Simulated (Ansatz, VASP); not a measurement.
One calculation of Fe, two programs

The input INCAR:

```
SYSTEM = Fe
ALGO = Normal ; EDIFF = 1E-6
ENCUT = 520 ; GGA = PE
ISIF = 2 ; ISMEAR = -1
ISPIN = 2 ; LASPH = .TRUE.
LCHARG = .FALSE. ; LMAXMIX = 4
LORBIT = 11 ; LREAL = .FALSE.
LWAVE = .FALSE. ; MAGMOM = 2.584 2.584 2.588 2.588
NBANDS = 28 ; NELM = 150
PREC = Accurate ; SIGMA = 0.05
```

File KPOINTS:

```
k-points
0
G
  16 16 4
  0 0 0
```

POSCAR

```
Fe
1.0
    2.5595631489      0.0000000000      0.0000000000
   -1.2797815745      2.2166467096      0.0000000000
    0.0000000000      0.0000000000      8.7853451333
Fe
4
Direct
    0.0000000000      0.0000000000      0.0000000000
    0.0000000000      0.0000000000      0.5000000000
    0.3333333333      0.6666666667      0.2500000000
    0.6666666667      0.3333333333      0.7500000000
```

Input for Ansatz:

```yaml
crystal:
  lattice:
    - [2.5595631489, 0.0, 0.0]
    - [-1.2797815745, 2.2166467096, 0.0]
    - [0.0, 0.0, 8.7853451333]
  atoms:
    - { symbol: Fe, position: [0.0, 0.0, 0.0], spin: 2.584 }
    - { symbol: Fe, position: [0.0, 0.0, 0.5], spin: 2.584 }
    - { symbol: Fe, position: [0.3333333333, 0.6666666667, 0.25], spin: 2.588 }
    - { symbol: Fe, position: [0.6666666667, 0.3333333333, 0.75], spin: 2.588 }
hamiltonian:
  xc: pbe
  pseudopotentials:
    kind: paw
    azcp:
      Fe: "pseudopotentials/Fe.paw.azcp"
basis:
  ecutwfc: 420
  fft_grid_basis: typed
kpoints:
  mp_grid: { grid: [16, 16, 4], shift: [0, 0, 0] }
magnetization:
  spin_polarized: true
scf:
  occupations: { method: fermi_dirac, width: 0.05 }
  lower_state_search: "off"
output:
  stress: true
  write_density: true
  write_potential: true
  elf: true
  volumetric_format: npy
```

Alike in both runs: task single point; functional PBE; k mesh 16 × 16 × 4; occupations fermi-dirac, width 0.05 eV; collinear spin.

|  | VASP | Ansatz |
| --- | --- | --- |
| version | VASP 6.6.1 | Ansatz 0.2.0 |
| potentials or method | VASP PAW PBE potentials, release 64 (Fe), cutoff 520 eV | plane waves (420 eV) with PAW, scalar-relativistic |
| valence electrons in the cell | 32 | 64 |

VASP gave:

```
pressure (GPa)                                                : -6.0
traceless stress, the component that is largest in VASP (GPa) : 0.23
net moment per atom (μB)                                      : 2.59
size of the moment on the site where the two differ most (μB) : 2.59
```

Which values does Ansatz return?

Pressure (GPa): -5.8; traceless stress, the component that is largest in VASP (GPa): 0.04; net moment per atom (μB): 2.59; size of the moment on the site where the two differ most (μB): 2.63.

Site moments also hang on the region over which each program counts them. VASP's potentials hold 32 valence electrons a cell and Ansatz's 64, so a difference there can come from the potentials and not from the codes.
